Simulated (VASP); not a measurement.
# V (Im-3m) in VASP: further runs

V is run at these levels: r2SCAN, PBE, revPBE; tasks: single point.

Everything below comes from runs of VASP 6.6.1. Logs are shortened: lines on timing, memory, paths and dates and some standing lists are left out, and cuts for length are marked.

**1. The cell of the first run**

Symmetry: Im-3m, No. 229, cubic system. Conventional cell: a = 3.088 Å, b = 3.088 Å, c = 3.088 Å, α = 90.00°, β = 90.00°, γ = 90.00°. V (site symmetry m-3m) has 14 V at 2.67 to 3.09 Å within 3.5 Å.

**2. Single point, r2SCAN, collinear spin, ferromagnetic start**

Input file POSCAR:

```
V
1.0
   -1.5440506776      1.5440506776      1.5440506776
    1.5440506776     -1.5440506776      1.5440506776
    1.5440506776      1.5440506776     -1.5440506776
V
1
Direct
    0.0000000000      0.0000000000      0.0000000000
```

Input file INCAR.step1:

```
SYSTEM = V
PREC = Accurate
ENCUT = 520
ISMEAR = -1
SIGMA = 0.05
LREAL = .False.
LASPH = .True.
NELM = 150
ISPIN = 2
MAGMOM = 2
LMAXMIX = 4
NBANDS = 16
GGA = PE
ALGO = Normal
EDIFF = 1E-4
LWAVE = .True.
LCHARG = .False.
```

Input file INCAR.step2:

```
SYSTEM = V
PREC = Accurate
ENCUT = 520
EDIFF = 1E-6
ISMEAR = -1
SIGMA = 0.05
LREAL = .False.
LASPH = .True.
NELM = 150
ALGO = Normal
ISIF = 2
LWAVE = .False.
LCHARG = .False.
ISPIN = 2
MAGMOM = 2
LORBIT = 11
LMAXMIX = 4
METAGGA = R2SCAN
LMIXTAU = .True.
NBANDS = 16
ISTART = 1
```

Input file KPOINTS:

```
regular mesh
0
Gamma
  12 12 12
  0 0 0
```

Potentials or basis: VASP PAW PBE potentials, release 64 (V_sv).

The run is started by

```bash
cat potpaw_PBE.64/V_sv/POTCAR > POTCAR
cp INCAR.step1 INCAR
mpirun -np 1 vasp_std > vasp.out
cp INCAR.step2 INCAR
mpirun -np 1 vasp_std > vasp.out
```

OUTCAR:

```text
SYSTEM = V
   PREC = Accurate
   ENCUT = 520
   EDIFF = 1E-6
   ISMEAR = -1
   LREAL = .False.
   LASPH = .True.
   NELM = 150
   ISIF = 2
   ISPIN = 2
   LORBIT = 11
   METAGGA = R2SCAN
   ISTART = 1

 ion  position               nearest neighbor table
   1  0.000  0.000  0.000-

  LATTYP: Found a body centered cubic cell.
 ALAT       =     3.0881013552

  Lattice vectors:

 A1 = (  -1.5440506776,   1.5440506776,   1.5440506776)
 A2 = (   1.5440506776,  -1.5440506776,   1.5440506776)
 A3 = (   1.5440506776,   1.5440506776,  -1.5440506776)

Analysis of symmetry for initial positions (statically):
=====================================================================
 Subroutine PRICEL returns:
 Original cell was already a primitive cell.

 Routine SETGRP: Setting up the symmetry group for a
 body centered cubic supercell.

 Subroutine GETGRP returns: Found 48 space group operations
 (whereof 48 operations were pure point group operations)
 out of a pool of 48 trial point group operations.

The static configuration has the point symmetry O_h .

Analysis of symmetry for dynamics (positions and initial velocities):
=====================================================================
 Subroutine PRICEL returns:
 Original cell was already a primitive cell.

 Routine SETGRP: Setting up the symmetry group for a
 body centered cubic supercell.

 Subroutine GETGRP returns: Found 48 space group operations
 (whereof 48 operations were pure point group operations)
 out of a pool of 48 trial point group operations.

The dynamic configuration has the point symmetry O_h .

Analysis of structural, dynamic, and magnetic symmetry:
=====================================================================
 Subroutine PRICEL returns:
 Original cell was already a primitive cell.

 Routine SETGRP: Setting up the symmetry group for a
 body centered cubic supercell.

 Subroutine GETGRP returns: Found 48 space group operations
 (whereof 48 operations were pure point group operations)
 out of a pool of 48 trial point group operations.

The overall configuration has the point symmetry O_h .

 Subroutine INISYM returns: Found 48 space group operations
 (whereof 48 operations are pure point group operations),
 and found     1 'primitive' translations

----------------------------------------------------------------------------------------

                                     Primitive cell

  volume of cell :      14.7246

  direct lattice vectors                    reciprocal lattice vectors
    -1.544050678  1.544050678  1.544050678     0.000000000  0.323823568  0.323823568
     1.544050678 -1.544050678  1.544050678     0.323823568  0.000000000  0.323823568
     1.544050678  1.544050678 -1.544050678     0.323823568  0.323823568  0.000000000

  length of vectors
     2.674374223  2.674374223  2.674374223     0.457955682  0.457955682  0.457955682

  position of ions in fractional coordinates (direct lattice)
     0.000000000  0.000000000  0.000000000

  ion indices of the primitive-cell ions
   primitive index   ion index
                 1           1

----------------------------------------------------------------------------------------

 KPOINTS: regular mesh

Automatic generation of k-mesh.
 Grid dimensions read from file:
 generate k-points for:   12   12   12

 Generating k-lattice:

  Cartesian coordinates                     Fractional coordinates (reciprocal lattice)
     0.000000000  0.026985297  0.026985297     0.083333333  0.000000000  0.000000000
     0.026985297  0.000000000  0.026985297     0.000000000  0.083333333  0.000000000
     0.026985297  0.026985297  0.000000000     0.000000000  0.000000000  0.083333333

  Length of vectors
     0.038162974  0.038162974  0.038162974

  Shift w.r.t. Gamma in fractional coordinates (k-lattice)
     0.000000000  0.000000000  0.000000000

 Subroutine IBZKPT returns following result:
 ===========================================

 Found     72 irreducible k-points:

 Following reciprocal coordinates:
            Coordinates               Weight
  0.000000  0.000000  0.000000      1.000000
  0.083333  0.000000  0.000000     12.000000
  0.166667  0.000000  0.000000     12.000000
  0.250000  0.000000  0.000000     12.000000
  0.333333  0.000000  0.000000     12.000000
  0.416667  0.000000  0.000000     12.000000
[... 16 lines left out ...]
  0.333333  0.083333  0.083333     24.000000
  0.416667  0.083333  0.083333     12.000000
 [... further k-points ...]
   k-points           NKPTS =     72   k-points in BZ     NKDIM =     72   number of bands    NBANDS=     16
   number of dos      NEDOS =    301   number of ions     NIONS =      1
   total plane-waves  NPLWV =   8000
   dimension x,y,z NGX =    20 NGY =   20 NGZ =   20
   dimension x,y,z NGXF=    40 NGYF=   40 NGZF=   40
   ions per type =               1
   NGX,Y,Z   is equivalent  to a cutoff of  12.43, 12.43, 12.43 a.u.
[... 108 lines left out ...]
     15      34.4563      0.00000
     16      35.7648      0.00000
[... 324 lines left out ...]
 k-point    22 :       0.2500    0.0833    0.0833
  band No.  band energies     occupation
      1     -57.7487      1.00000
      2     -30.6794      1.00000
      3     -30.3127      1.00000
      4     -30.1856      1.00000
      5       5.4018      1.00000
      6       7.7790      1.00000
[... 8 lines left out ...]
     15      37.3451      0.00000
     16      38.6079      0.00000

 k-point    23 :       0.3333    0.0833    0.0833
  band No.  band energies     occupation
      1     -57.7250      1.00000
      2     -30.7665      1.00000
      3     -30.3722      1.00000
      4     -30.1891      1.00000
      5       5.9024      1.00000
      6       7.5678      1.00000
[... 8 lines left out ...]
     15      37.2343      0.00000
     16      38.6629      0.00000

 k-point    24 :       0.4167    0.0833    0.0833
  band No.  band energies     occupation
      1     -57.7163      1.00000
      2     -30.7974      1.00000
      3     -30.3947      1.00000
      4     -30.1904      1.00000
      5       5.9706      1.00000
      6       7.4948      1.00000
[... 8 lines left out ...]
     15      37.3716      0.00000
     16      38.1882      0.00000

 [... further k-points ...]

 spin component 2

 k-point     1 :       0.0000    0.0000    0.0000
  band No.  band energies     occupation
      1     -57.8632      1.00000
      2     -30.1406      1.00000
      3     -30.1405      1.00000
      4     -30.1405      1.00000
      5       1.7415      1.00000
      6       9.0364      0.00012
[... 8 lines left out ...]
     15      35.8155      0.00000
     16      39.4988      0.00000

 k-point     2 :       0.0833    0.0000    0.0000
  band No.  band energies     occupation
      1     -57.8537      1.00000
      2     -30.1896      1.00000
      3     -30.1557      1.00000
      4     -30.1408      1.00000
      5       2.0117      1.00000
      6       8.9274      0.00107
[... 8 lines left out ...]
     15      36.2888      0.00000
     16      37.2248      0.00000

 k-point     3 :       0.1667    0.0000    0.0000
  band No.  band energies     occupation
      1     -57.8274      1.00000
      2     -30.3220      1.00000
      3     -30.1967      1.00000
      4     -30.1415      1.00000
      5       2.7781      1.00000
      6       8.6403      0.25034
[... 8 lines left out ...]
     15      34.6531      0.00000
     16      35.2966      0.00000

 k-point     4 :       0.2500    0.0000    0.0000
  band No.  band energies     occupation
      1     -57.7913      1.00000
      2     -30.4998      1.00000
      3     -30.2525      1.00000
      4     -30.1426      1.00000
      5       3.8813      1.00000
      6       8.2709      0.99815
[... 8 lines left out ...]
     15      34.4567      0.00000
     16      35.7649      0.00000
[... 324 lines left out ...]
 k-point    22 :       0.2500    0.0833    0.0833
  band No.  band energies     occupation
      1     -57.7481      1.00000
      2     -30.6788      1.00000
      3     -30.3122      1.00000
      4     -30.1850      1.00000
      5       5.4020      1.00000
      6       7.7798      1.00000
[... 8 lines left out ...]
     15      37.3456      0.00000
     16      38.6081      0.00000

 k-point    23 :       0.3333    0.0833    0.0833
  band No.  band energies     occupation
      1     -57.7244      1.00000
      2     -30.7659      1.00000
      3     -30.3716      1.00000
      4     -30.1885      1.00000
      5       5.9027      1.00000
      6       7.5686      1.00000
[... 8 lines left out ...]
     15      37.2347      0.00000
     16      38.6633      0.00000

 k-point    24 :       0.4167    0.0833    0.0833
  band No.  band energies     occupation
      1     -57.7158      1.00000
      2     -30.7968      1.00000
      3     -30.3941      1.00000
      4     -30.1898      1.00000
      5       5.9710      1.00000
      6       7.4956      1.00000
[... 8 lines left out ...]
     15      37.3720      0.00000
     16      38.1887      0.00000

 [... further k-points ...]
[... 5 lines left out ...]
  --------------------------------------------------------------------------------------
  -------------------------------------------------------------------------------------
  Total       -1.4604315     -1.4604315     -1.4604315     -0.0000000      0.0000000     -0.0000000
  in kB     -158.9085028   -158.9085028   -158.9085028     -0.0000000      0.0000000     -0.0000000
  external PRESSURE =    -158.9085028 kB  Pullay stress =       0.0000000 kB

 VOLUME and BASIS-vectors are now :
 -----------------------------------------------------------------------------
  energy-cutoff  :      520.00
  volume of cell :       14.72
      direct lattice vectors                 reciprocal lattice vectors
    -1.544050678  1.544050678  1.544050678     0.000000000  0.323823568  0.323823568
     1.544050678 -1.544050678  1.544050678     0.323823568  0.000000000  0.323823568
     1.544050678  1.544050678 -1.544050678     0.323823568  0.323823568  0.000000000

 POSITION                                       TOTAL-FORCE (eV/Angst)
 -----------------------------------------------------------------------------------
      0.00000      0.00000      0.00000        -0.000000     -0.000000      0.000000
 -----------------------------------------------------------------------------------
    total drift:                                0.000000     -0.000000      0.000000

  FREE ENERGIE OF THE ION-ELECTRON SYSTEM (eV)
  ---------------------------------------------------
  free  energy   TOTEN  =       -14.0541370800 eV

  energy  without entropy=      -14.0352850030  energy(sigma->0) =      -14.04471104

 total charge

# of ion       s       p       d       tot
------------------------------------------
    1        2.313   6.209   2.952  11.473

 magnetization (x)

# of ion       s       p       d       tot
------------------------------------------
    1        0.000   0.000   0.001   0.001
```

It took 2.1 min on 1 thread of Intel Xeon Platinum 8259CL at 2.50GHz (Skylake/Cascade Lake), shared host; peak memory 0.15 GiB.

What came out:

```yaml
Free_energy: -14.0541 eV
Pressure: -15.9 GPa
Net_moment: 0.00 μB per cell
Valence_electrons_inside_the_program's_atomic_spheres: V 11.47
```

Caveat: the PAW data sets were made with another functional, which shifts forces and pressure a little.

**3. Single point, PBE, collinear spin, ferromagnetic start**

This run uses another cell than the first one, of 13.46 Å³/atom, 0.914 times its volume.

Input file INCAR:

```
ALGO = Normal ; EDIFF = 1E-7
ENCUT = 520 ; GGA = PE
ISIF = 2 ; ISMEAR = -1
ISPIN = 2 ; LASPH = T
LCHARG = F ; LMAXMIX = 4
LORBIT = 11 ; LREAL = F
LWAVE = F ; MAGMOM = 2
NBANDS = 16 ; NELM = 150
PREC = Accurate ; SIGMA = 0.05
```

Input file KPOINTS:

```
k-points
0
Gamma
  12 12 12
```

Input file POSCAR:

```
V
1.0
   -1.4986232016      1.4986232016      1.4986232016
    1.4986232016     -1.4986232016      1.4986232016
    1.4986232016      1.4986232016     -1.4986232016
V
1
Direct
    0.0000000000      0.0000000000      0.0000000000
```

Potentials or basis: VASP PAW PBE potentials, release 64 (V_sv).

The run is started by

```bash
cat potpaw_PBE.64/V_sv/POTCAR > POTCAR
mpirun -np 1 vasp_std > vasp.out
```

It took 16 s on 1 thread of Intel Xeon 6975P-C (Granite Rapids), shared host; peak memory 0.14 GiB.

Results (log left out):

- Free energy: -8.9940 eV
- Pressure: 0.2 GPa
- Net moment: 0.00 μB per cell
- Valence electrons inside the program's atomic spheres: V 11.65

Levels at points of the mesh, in eV from the Fermi level:
Spin up:
| k point | band 2 | band 3 | band 4 | band 5 | band 6 | band 7 | band 8 | band 9 | band 10 | band 11 |
| --- | --- | --- | --- | --- | --- | --- | --- | --- | --- | --- |
| (0.00, 0.00, 0.00) | -37.01 | -37.01 | -37.01 | -6.58 | 0.42 | 0.42 | 0.42 | 2.43 | 2.43 | 20.50 |
| (0.50, 0.00, 0.00) | -37.91 | -37.29 | -37.01 | -3.17 | -1.12 | 1.65 | 2.43 | 2.79 | 4.13 | 10.19 |
| (0.50, 0.50, 0.50) | -37.62 | -37.62 | -37.62 | -2.99 | -2.99 | 3.73 | 3.73 | 3.73 | 10.22 | 10.22 |
Spin down:
| k point | band 4 | band 5 | band 6 | band 7 | band 8 | band 9 |
| --- | --- | --- | --- | --- | --- | --- |
| (0.00, 0.00, 0.00) | -37.01 | -6.58 | 0.42 | 0.42 | 0.42 | 2.43 |
| (0.50, 0.00, 0.00) | -37.01 | -3.17 | -1.12 | 1.65 | 2.43 | 2.79 |
| (0.50, 0.50, 0.50) | -37.62 | -2.99 | -2.99 | 3.73 | 3.73 | 3.73 |

**4. Single point, PBE, collinear spin, ferromagnetic start**

This run uses another cell than the first one, of 13.89 Å³/atom, 0.943 times its volume.

Input file INCAR:

```
  ALGO = Fast
  EDIFF = 1E-6
  ENCUT = 520
  GGA = PE
  ISIF = 2
  ISMEAR = 0
  ISPIN = 2
  LASPH = T
  LCHARG = F
  LMAXMIX = 4
  LORBIT = 11
  LREAL = F
  LWAVE = F
  MAGMOM = 2
  NBANDS = 16
  NELM = 150
  PREC = Accurate
  SIGMA = 0.011
```

KPOINTS is that of step 3.

Input file POSCAR:

```
V
1.0
   -1.5143500000      1.5143500000      1.5143500000
    1.5143500000     -1.5143500000      1.5143500000
    1.5143500000      1.5143500000     -1.5143500000
V
1
Direct
    0.0000000000      0.0000000000      0.0000000000
```

The run is started by

```bash
cat potpaw_PBE.64/V_sv/POTCAR > POTCAR
mpirun -np 1 vasp_std > vasp.out
```

It took 14 s on 1 thread of Intel Xeon 6975P-C (Granite Rapids), shared host; peak memory 0.14 GiB.

It converged, with:

- Free energy: -8.9781 eV
- Pressure: -5.1 GPa
- Net moment: 0.12 μB per cell
- Site moments: V +0.11 μB
- Valence electrons inside the program's atomic spheres: V 11.60

Levels at points of the mesh, in eV from the Fermi level:
Spin up:
```csv
k point,band 3,band 4,band 5,band 6,band 7,band 8,band 9,band 10
"(0.00, 0.00, 0.00)",-37.12,-37.12,-6.51,0.38,0.38,0.38,2.34,2.34
"(0.50, 0.00, 0.00)",-37.38,-37.13,-3.07,-1.09,1.55,2.32,2.68,3.92
"(0.50, 0.50, 0.50)",-37.68,-37.68,-2.84,-2.84,3.55,3.55,3.55,9.92
```
Spin down:
```tsv
k point	band 2	band 3	band 4	band 5	band 6	band 7	band 8	band 9	band 10	band 11
(0.00, 0.00, 0.00)	-37.02	-37.02	-37.02	-6.44	0.50	0.50	0.50	2.40	2.40	20.32
(0.50, 0.00, 0.00)	-37.84	-37.28	-37.03	-2.99	-0.98	1.61	2.41	2.75	4.04	9.87
(0.50, 0.50, 0.50)	-37.58	-37.58	-37.58	-2.79	-2.79	3.67	3.67	3.67	10.00	10.00
```

**5. Single point, revPBE, collinear spin, ferromagnetic start**

This run uses another cell than the first one, of 13.89 Å³/atom, 0.943 times its volume.

Input file INCAR:

```
SYSTEM = V
ALGO = Fast
EDIFF = 1E-6
ENCUT = 520
GGA = RE
ISIF = 2
ISMEAR = -1
ISPIN = 2
LASPH = .TRUE.
LCHARG = .TRUE.
LELF = .TRUE.
LMAXMIX = 4
LORBIT = 11
LREAL = .FALSE.
LVHAR = .TRUE.
LWAVE = .FALSE.
MAGMOM = 2
NBANDS = 16
NELM = 150
PREC = Accurate
SIGMA = 0.05
```

Input file KPOINTS:

```
k-points
0
G
  12 12 12
  0 0 0
```

POSCAR is that of step 4.

The run is started by

```bash
cat potpaw_PBE.64/V_sv/POTCAR > POTCAR
mpirun -np 1 vasp_std > vasp.out
```

Wall time 16 s (1 thread of Intel Xeon 6975P-C (Granite Rapids), shared host); peak memory 0.14 GiB.

It converged, with:

```yaml
Free_energy: -8.6120 eV
Pressure: -2.1 GPa
Net_moment: 0.00 μB per cell
Valence_electrons_inside_the_program's_atomic_spheres: V 11.59
```

Levels at points of the mesh, in eV from the Fermi level:
Spin up:
```
           k point  band 4  band 5  band 6  band 7  band 8  band 9
(0.00, 0.00, 0.00)  -37.15   -6.52    0.41    0.41    0.41    2.35
(0.50, 0.00, 0.00)  -37.16   -3.06   -1.06    1.52    2.34    2.69
(0.50, 0.50, 0.50)  -37.71   -2.85   -2.85    3.58    3.58    3.58
```
Spin down:
```tsv
k point	band 4	band 5	band 6	band 7	band 8	band 9
(0.00, 0.00, 0.00)	-37.15	-6.52	0.42	0.42	0.42	2.35
(0.50, 0.00, 0.00)	-37.15	-3.06	-1.06	1.52	2.35	2.69
(0.50, 0.50, 0.50)	-37.70	-2.84	-2.84	3.58	3.58	3.58
```

Caveat: the PAW data sets were made with another functional, which shifts forces and pressure a little.

**6. Summary**

| level | cell | smearing | gap on the mesh (eV) | pressure (GPa) | moment (μB) |
| --- | --- | --- | --- | --- | --- |
| r2SCAN | a = 2.674 Å, angles 109.5°, 1 atom | fermi-dirac 0.05 eV | none | -15.9 | 0.00 |
| PBE | a = 2.596 Å, angles 109.5°, 1 atom | fermi-dirac 0.05 eV | none | 0.2 | 0.00 |
| PBE | a = 2.623 Å, angles 109.5°, 1 atom | gaussian 0.011 eV | none | -5.1 | 0.12 |
| revPBE | a = 2.623 Å, angles 109.5°, 1 atom | fermi-dirac 0.05 eV | none | -2.1 | 0.00 |

Alike in all rows: task single point; potentials or basis VASP PAW PBE potentials, release 64 (V_sv); spin collinear, ferromagnetic start; k mesh 12 × 12 × 12; cutoff (eV) 520.

Caveats: the PAW data sets were made with another functional, which shifts forces and pressure a little (some runs).

Absolute energies hang on the potentials; compare differences alone.
